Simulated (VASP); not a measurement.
Wanted: the native input for a VASP 6.6.1 run.

```
Task                   : single point
Functional             : PBEsol
Potentials or basis    : VASP PAW PBE potentials, release 64 (Ti_sv)
Cutoff                 : 520 eV
k mesh                 : 14 × 14 × 4
Occupations            : fermi-dirac, width 0.1 eV
Spin                   : no spin polarisation
Dipole correction      : no
Further INCAR settings : ALGO = Normal; EDIFF = 1e-06; NBANDS = 32
```

The structure of Ti lies in POSCAR:

```
Ti
1.0
    2.8561738464      0.0000000000      0.0000000000
   -1.4280869232      2.4735191087      0.0000000000
    0.0000000000      0.0000000000      9.1398506442
Ti
4
Direct
    0.0000000000      1.0000000000      0.0000000000
    0.0000000000      1.0000000000      0.5000000000
    0.3333333333      0.6666666667      0.2500000000
    0.6666666667      0.3333333333      0.7500000000
```

One way to write it, as run:

INCAR

```
SYSTEM = Ti
PREC = Accurate ; ENCUT = 520
EDIFF = 1E-6 ; ISMEAR = -1
SIGMA = 0.1 ; LREAL = .False.
LASPH = .True. ; NELM = 80
ALGO = Normal ; ISIF = 2
LWAVE = .False. ; LCHARG = .False.
GGA = PS ; NBANDS = 32
```

KPOINTS

```
Automatic mesh
0
Gamma
  14 14 4
  0 0 0
```

Potentials or basis: VASP PAW PBE potentials, release 64 (Ti_sv).

The run is started by

```console
$ cat potpaw_PBE.64/Ti_sv/POTCAR > POTCAR
$ mpirun -np 1 vasp_std > vasp.out
```

Results of the run:

```yaml
Pressure: 4.8 GPa
Band_gap_on_the_k_mesh: zero (bands 24 and 25 overlap by 1.21 eV)
```

Caveat: the cell stands under pressure; the PAW data sets were made with another functional, which shifts forces and pressure a little.

Wall time 3.5 min on 1 thread of Intel Xeon 8259CL, on a shared host, peak memory 0.25 GiB.
